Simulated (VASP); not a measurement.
# Cd (Pm-3m) in VASP: further runs

The runs below take Cd through single point, with RPBE.

Everything below comes from runs of VASP 6.6.1. Logs are shortened: lines on timing, memory, paths and dates and some standing lists are left out, and cuts for length are marked.

## Step 1: The cell of the first run

Symmetry: Pm-3m, No. 221, cubic system. Conventional cell: a = 3.067 Å, b = 3.067 Å, c = 3.067 Å, α = 90.00°, β = 90.00°, γ = 90.00°. Within 4.0 Å of Cd (site symmetry m-3m) lie 6 Cd at 3.07 Å.

## Step 2: Single point, RPBE

INCAR

```
SYSTEM = Cd
  PREC = Accurate
  ENCUT = 520
  EDIFF = 1E-6
  ISMEAR = -1
  SIGMA = 0.1
  LREAL = .FALSE.
  LASPH = .TRUE.
  NELM = 80
  ALGO = Normal
  ISIF = 2
  LWAVE = .FALSE.
  LCHARG = .FALSE.
  GGA = RP
  NBANDS = 12
```

KPOINTS

```
Automatic mesh
0
G
  12 12 12
  0 0 0
```

POSCAR

```
Cd
1.0
    3.0668510022      0.0000000000      0.0000000000
    0.0000000000      3.0668510022      0.0000000000
    0.0000000000      0.0000000000      3.0668510022
Cd
1
Direct
    0.0000000000      0.0000000000      0.0000000000
```

Potentials or basis: VASP PAW PBE potentials, release 64 (Cd).

Run with:

```
$ cat potpaw_PBE.64/Cd/POTCAR > POTCAR
$ mpirun -np 1 vasp_std > vasp.out
```

OUTCAR:

```text
SYSTEM = Cd
   PREC = Accurate
   ENCUT = 520
   EDIFF = 1E-6
   ISMEAR = -1
   LREAL = .FALSE.
   LASPH = .TRUE.
   NELM = 80
   ISIF = 2
   GGA = RP

 ion  position               nearest neighbor table
   1  0.000  0.000  0.000-

  LATTYP: Found a simple cubic cell.
 ALAT       =     3.0668510022

  Lattice vectors:

 A1 = (   3.0668510022,   0.0000000000,   0.0000000000)
 A2 = (   0.0000000000,   3.0668510022,   0.0000000000)
 A3 = (   0.0000000000,   0.0000000000,   3.0668510022)

Analysis of symmetry for initial positions (statically):
=====================================================================
 Subroutine PRICEL returns:
 Original cell was already a primitive cell.

 Routine SETGRP: Setting up the symmetry group for a
 simple cubic supercell.

 Subroutine GETGRP returns: Found 48 space group operations
 (whereof 48 operations were pure point group operations)
 out of a pool of 48 trial point group operations.

The static configuration has the point symmetry O_h .

Analysis of symmetry for dynamics (positions and initial velocities):
=====================================================================
 Subroutine PRICEL returns:
 Original cell was already a primitive cell.

 Routine SETGRP: Setting up the symmetry group for a
 simple cubic supercell.

 Subroutine GETGRP returns: Found 48 space group operations
 (whereof 48 operations were pure point group operations)
 out of a pool of 48 trial point group operations.

The dynamic configuration has the point symmetry O_h .

 Subroutine INISYM returns: Found 48 space group operations
 (whereof 48 operations are pure point group operations),
 and found     1 'primitive' translations

----------------------------------------------------------------------------------------

                                     Primitive cell

  volume of cell :      28.8455

  direct lattice vectors                    reciprocal lattice vectors
     3.066851002  0.000000000  0.000000000     0.326067357  0.000000000  0.000000000
     0.000000000  3.066851002  0.000000000     0.000000000  0.326067357  0.000000000
     0.000000000  0.000000000  3.066851002     0.000000000  0.000000000  0.326067357

  length of vectors
     3.066851002  3.066851002  3.066851002     0.326067357  0.326067357  0.326067357

  position of ions in fractional coordinates (direct lattice)
     0.000000000  0.000000000  0.000000000

  ion indices of the primitive-cell ions
   primitive index   ion index
                 1           1

----------------------------------------------------------------------------------------

 KPOINTS: Automatic mesh

Automatic generation of k-mesh.
 Grid dimensions read from file:
 generate k-points for:   12   12   12

 Generating k-lattice:

  Cartesian coordinates                     Fractional coordinates (reciprocal lattice)
     0.027172280  0.000000000  0.000000000     0.083333333  0.000000000  0.000000000
     0.000000000  0.027172280  0.000000000     0.000000000  0.083333333  0.000000000
     0.000000000  0.000000000  0.027172280     0.000000000  0.000000000  0.083333333

  Length of vectors
     0.027172280  0.027172280  0.027172280

  Shift w.r.t. Gamma in fractional coordinates (k-lattice)
     0.000000000  0.000000000  0.000000000

 Subroutine IBZKPT returns following result:
 ===========================================

 Found     84 irreducible k-points:

 Following reciprocal coordinates:
            Coordinates               Weight
  0.000000  0.000000  0.000000      1.000000
  0.083333  0.000000  0.000000      6.000000
  0.166667  0.000000  0.000000      6.000000
  0.250000  0.000000  0.000000      6.000000
  0.333333  0.000000  0.000000      6.000000
  0.416667  0.000000  0.000000      6.000000
[... 16 lines left out ...]
  0.333333  0.333333  0.000000     12.000000
  0.416667  0.333333  0.000000     24.000000
 [... further k-points ...]
   k-points           NKPTS =     84   k-points in BZ     NKDIM =     84   number of bands    NBANDS=     12
   number of dos      NEDOS =    301   number of ions     NIONS =      1
   total plane-waves  NPLWV =  13824
   dimension x,y,z NGX =    24 NGY =   24 NGZ =   24
   dimension x,y,z NGXF=    48 NGYF=   48 NGZF=   48
   ions per type =               1
   NGX,Y,Z   is equivalent  to a cutoff of  13.01, 13.01, 13.01 a.u.
   NGXF,Y,Z  is equivalent  to a cutoff of  26.02, 26.02, 26.02 a.u.
 SYSTEM =  Cd
   PREC   = accura    normal or accurate (medium, high low for compatibility)
   ISTART =      0    job   : 0-new  1-cont  2-samecut
   ICHARG =      2    charge: 1-file 2-atom 10-const
   ISPIN  =      1    spin polarized calculation?
   LNONCOLLINEAR =      F non collinear calculations
   LSORBIT =      F    spin-orbit coupling
   LASPH  =      T    aspherical Exc in radial PAW
   ENCUT  =  520.0 eV  38.22 Ry    6.18 a.u.   5.70  5.70  5.70*2*pi/ulx,y,z
   NELM   =     80;   NELMIN=  2; NELMDL= -5     # of ELM steps
   EDIFF  = 0.1E-05   stopping-criterion for ELM
   LREAL  =      F    real-space projection
   EDIFFG = 0.1E-04   stopping-criterion for IOM
   NSW    =      0    number of steps for IOM
   IBRION =     -1    ionic relax: 0-MD 1-quasi-New 2-CG
   NFREE  =      0    steps in history (QN), initial steepest desc. (CG)
   ISIF   =      2    stress and relaxation
   ISYM   =      2    0-nonsym 1-usesym 2-fastsym
   POTIM  = 0.5000    time-step for ionic-motion
   TEBEG  =    0.0;   TEEND  =   0.0 temperature during run
   PSTRESS=    0.0 pullay stress
   NELECT =      12.0000    total number of electrons
   NUPDOWN=      -1.0000    fix difference up-down
   EMIN   =  10.00;   EMAX   =-10.00  energy-range for DOS
   EFERMI =   0.00;   METHOD = LEGACY
   ISMEAR =    -1;   SIGMA  =   0.10  broadening in eV -4-tet -1-fermi 0-gaus
   EFERMI_NEDOS =   21; number of points for ismear=-14 and -15
   IALGO  =     38    algorithm
   IMIX   =      4    mixing-type and parameters
     AMIX     =   0.40;   BMIX     =  1.00
     AMIX_MAG =   1.60;   BMIX_MAG =  1.00
  volume/ion in A,a.u.               =      28.85       194.66
  Fermi-wavevector in a.u.,A,eV,Ry     =   1.222107  2.309447 20.320921  1.493546
  Thomas-Fermi vector in A             =   2.357266
   LORBIT       =      0    0 simple, 1 ext, 2 COOP (PROOUT), +10 PAW based schemes
   GGA     = RP    functional components
   LHFCALC =     F    Hartree Fock is set to
   AEXX    =    0.0000 exact exchange contribution
   IVDW    =     0    specifies the selected vdW correction
   LEPSILON=     F    determine dielectric tensor
   LRPA    =     F    only Hartree local field effects (RPA)
 non-spin polarized calculation
  energy-cutoff  :      520.00
  volume of cell :       28.85
 maximum number of plane-waves:       804
 NGX is ok and might be reduce to    24
   NGX = 11   NGY = 11   NGZ = 11

 number of electron      11.9999987 magnetization

 Free energy of the ion-electron system (eV)
  ---------------------------------------------------
  ext. energy  EPLUGINS =         0.00000000
  ---------------------------------------------------
  free energy    TOTEN  =        -0.26205521 eV

  energy without entropy =       -0.24488747  energy(sigma->0) =       -0.25347134

 E-fermi :   1.2295     XC(G=0):  -9.3573

 val. band max:        1.2193647928   @ k =   0.4167   0.1667   0.0000
 cond. band min:       1.2871755922   @ k =   0.5000   0.4167   0.0833
 fundamental gap:      0.0678107994
 Fermi energy:         1.2295403301

 k-point     1 :       0.0000    0.0000    0.0000
  band No.  band energies     occupation
      1      -8.0791      2.00000
      2      -8.0791      2.00000
      3      -6.9679      2.00000
      4      -6.9679      2.00000
      5      -6.9679      2.00000
      6      -5.7774      2.00000
      7      10.5656      0.00000
      8      10.5656      0.00000
      9      10.5656      0.00000
     10      13.8133      0.00000
     11      13.8133      0.00000
     12      14.4746      0.00000

 k-point     2 :       0.0833    0.0000    0.0000
  band No.  band energies     occupation
      1      -8.0731      2.00000
      2      -8.0331      2.00000
      3      -6.9905      2.00000
      4      -6.9905      2.00000
      5      -6.9660      2.00000
      6      -5.6572      2.00000
      7       9.1329      0.00000
      8      10.7129      0.00000
      9      10.7129      0.00000
     10      13.8688      0.00000
     11      14.2437      0.00000
     12      15.7019      0.00000

 k-point     3 :       0.1667    0.0000    0.0000
  band No.  band energies     occupation
      1      -8.0565      2.00000
      2      -7.9136      2.00000
      3      -7.0517      2.00000
      4      -7.0517      2.00000
      5      -6.9607      2.00000
      6      -5.2863      2.00000
      7       6.8799      0.00000
      8      11.1431      0.00000
      9      11.1431      0.00000
     10      14.0360      0.00000
     11      14.4500      0.00000
     12      18.4108      0.00000
[... 286 lines left out ...]
 k-point    23 :       0.3333    0.3333    0.0000
  band No.  band energies     occupation
      1      -7.7899      2.00000
      2      -7.6266      2.00000
      3      -7.1864      2.00000
      4      -7.1753      2.00000
      5      -7.0977      2.00000
      6      -1.8345      2.00000
      7       3.8164      0.00000
      8       5.1928      0.00000
      9      10.6988      0.00000
     10      14.8966      0.00000
     11      16.1862      0.00000
     12      19.4779      0.00000

 k-point    24 :       0.4167    0.3333    0.0000
  band No.  band energies     occupation
      1      -7.7619      2.00000
      2      -7.7147      2.00000
      3      -7.2363      2.00000
      4      -7.1725      2.00000
      5      -6.9513      2.00000
      6      -0.7624      2.00000
      7       2.4771      0.00001
      8       5.5979      0.00000
      9       9.2077      0.00000
     10      15.8843      0.00000
     11      16.8073      0.00000
     12      18.8501      0.00000

 [... further k-points ...]
[... 5 lines left out ...]
  --------------------------------------------------------------------------------------
  -------------------------------------------------------------------------------------
  Total        0.0502984      0.0502984      0.0502984     -0.0000000     -0.0000000     -0.0000000
  in kB        2.7937445      2.7937445      2.7937445     -0.0000000     -0.0000000     -0.0000000
  external PRESSURE =       2.7937445 kB  Pullay stress =       0.0000000 kB

 VOLUME and BASIS-vectors are now :
 -----------------------------------------------------------------------------
  energy-cutoff  :      520.00
  volume of cell :       28.85
      direct lattice vectors                 reciprocal lattice vectors
     3.066851002  0.000000000  0.000000000     0.326067357  0.000000000  0.000000000
     0.000000000  3.066851002  0.000000000     0.000000000  0.326067357  0.000000000
     0.000000000  0.000000000  3.066851002     0.000000000  0.000000000  0.326067357

 POSITION                                       TOTAL-FORCE (eV/Angst)
 -----------------------------------------------------------------------------------
      0.00000      0.00000      0.00000         0.000000      0.000000      0.000000
 -----------------------------------------------------------------------------------
    total drift:                                0.000000      0.000000      0.000000

  FREE ENERGIE OF THE ION-ELECTRON SYSTEM (eV)
  ---------------------------------------------------
  free  energy   TOTEN  =        -0.2620552069 eV

  energy  without entropy=       -0.2448874736  energy(sigma->0) =       -0.25347134
```

Wall time 11 s (1 thread of Intel Xeon Platinum 8259CL at 2.50GHz (Skylake/Cascade Lake), shared host); peak memory 0.15 GiB.

What came out:

| Property | Result |
| --- | --- |
| Free energy | -0.2621 eV |
| Pressure | 0.3 GPa |
| Band gap on the k mesh | zero (band 6 reaches 5.52 eV, above the bottom of band 7 at -0.56 eV) |

Caveat: the PAW data sets were made with another functional, which shifts forces and pressure a little.

## Step 3: Single point, RPBE (volume scaled by 1.04)

INCAR

```
PREC = Accurate
ENCUT = 520
EDIFF = 1E-6
ISMEAR = -1
SIGMA = 0.1
LREAL = False
LASPH = True
NELM = 60
ALGO = Normal
ISIF = 2
LWAVE = False
LCHARG = True
GGA = RP
LELF = True
LVHAR = True
NBANDS = 12
```

KPOINTS

```
regular mesh
0
Gamma
  12 12 12
```

POSCAR

```
Cd
1.0
    3.1072089330      0.0000000000      0.0000000000
    0.0000000000      3.1072089330      0.0000000000
    0.0000000000      0.0000000000      3.1072089330
Cd
1
Direct
    0.0000000000      0.0000000000      0.0000000000
```

Potentials or basis: VASP PAW PBE potentials, release 64 (Cd).

Run with:

```
$ cat potpaw_PBE.64/Cd/POTCAR > POTCAR
$ mpirun -np 1 vasp_std > vasp.out
```

OUTCAR:

```text
PREC = Accurate
   ENCUT = 520
   EDIFF = 1E-6
   ISMEAR = -1
   LREAL = False
   LASPH = True
   NELM = 60
   ISIF = 2
   GGA = RP

 ion  position               nearest neighbor table
   1  0.000  0.000  0.000-

  LATTYP: Found a simple cubic cell.
 ALAT       =     3.1072089330

  Lattice vectors:

 A1 = (   3.1072089330,   0.0000000000,   0.0000000000)
 A2 = (   0.0000000000,   3.1072089330,   0.0000000000)
[... 528 lines left out ...]
      1      -7.8765      2.00000
      2      -7.8292      2.00000
      3      -7.3966      2.00000
      4      -7.3381      2.00000
      5      -7.1302      2.00000
      6      -0.9221      2.00000
      7       2.2776      0.00001
      8       5.2510      0.00000
      9       8.8623      0.00000
     10      15.2325      0.00000
     11      16.3172      0.00000
     12      18.3026      0.00000

 [... further k-points ...]
[... 5 lines left out ...]
  --------------------------------------------------------------------------------------
  -------------------------------------------------------------------------------------
  Total       -0.0906149     -0.0906149     -0.0906149      0.0000000      0.0000000     -0.0000000
  in kB       -4.8394840     -4.8394840     -4.8394840      0.0000000      0.0000000     -0.0000000
  external PRESSURE =      -4.8394840 kB  Pullay stress =       0.0000000 kB

 VOLUME and BASIS-vectors are now :
 -----------------------------------------------------------------------------
  energy-cutoff  :      520.00
  volume of cell :       30.00
      direct lattice vectors                 reciprocal lattice vectors
     3.107208933  0.000000000  0.000000000     0.321832236  0.000000000  0.000000000
     0.000000000  3.107208933  0.000000000     0.000000000  0.321832236  0.000000000
     0.000000000  0.000000000  3.107208933     0.000000000  0.000000000  0.321832236

 POSITION                                       TOTAL-FORCE (eV/Angst)
 -----------------------------------------------------------------------------------
      0.00000      0.00000      0.00000         0.000000      0.000000      0.000000
 -----------------------------------------------------------------------------------
    total drift:                                0.000000     -0.000000      0.000000

  FREE ENERGIE OF THE ION-ELECTRON SYSTEM (eV)
  ---------------------------------------------------
  free  energy   TOTEN  =        -0.2611869719 eV

  energy  without entropy=       -0.2442348347  energy(sigma->0) =       -0.25271090
```

stdout:

```text
POSCAR found type information on POSCAR Cd
 POSCAR found :  1 types and       1 ions
 scaLAPACK will be used
 -----------------------------------------------------------------------------
|                                                                             |
|                                                                             |
|     You enforced a specific xc type in the INCAR file but a different       |
|     I HOPE YOU KNOW WHAT YOU ARE DOING!                                     |
|                                                                             |
 -----------------------------------------------------------------------------

 LDA part: xc-table for (Slater+PW92), standard interpolation
 POSCAR, INCAR and KPOINTS ok, starting setup
 FFT: planning ... GRIDC
 FFT: planning ... GRID_SOFT
 FFT: planning ... GRID
 WAVECAR not read
 entering main loop
```

Wall time 12 s (1 thread of Intel Xeon Platinum 8259CL at 2.50GHz (Skylake/Cascade Lake), shared host); peak memory 0.15 GiB.

Results:

```
Free energy            : -0.2612 eV
Pressure               : -0.5 GPa
Band gap on the k mesh : zero (band 6 reaches 5.22 eV, above the bottom of band 7 at -0.62 eV)
```

Levels at points of the mesh, in eV from the Fermi level:
| k point | band 3 | band 4 | band 5 | band 6 | band 7 | band 8 | band 9 | band 10 |
| --- | --- | --- | --- | --- | --- | --- | --- | --- |
| (0.00, 0.00, 0.00) | -8.19 | -8.19 | -8.19 | -6.79 | 9.11 | 9.11 | 9.11 | 12.28 |
| (0.50, 0.00, 0.00) | -8.48 | -8.48 | -8.16 | -2.73 | -1.66 | 12.40 | 12.40 | 13.91 |
| (0.50, 0.50, 0.00) | -8.44 | -8.44 | -7.90 | 1.18 | 1.27 | 1.27 | 5.38 | 16.26 |
| (0.50, 0.50, 0.50) | -8.90 | -7.88 | -7.88 | 4.18 | 4.18 | 4.18 | 5.77 | 8.28 |

Caveat: the PAW data sets were made with another functional, which shifts forces and pressure a little.
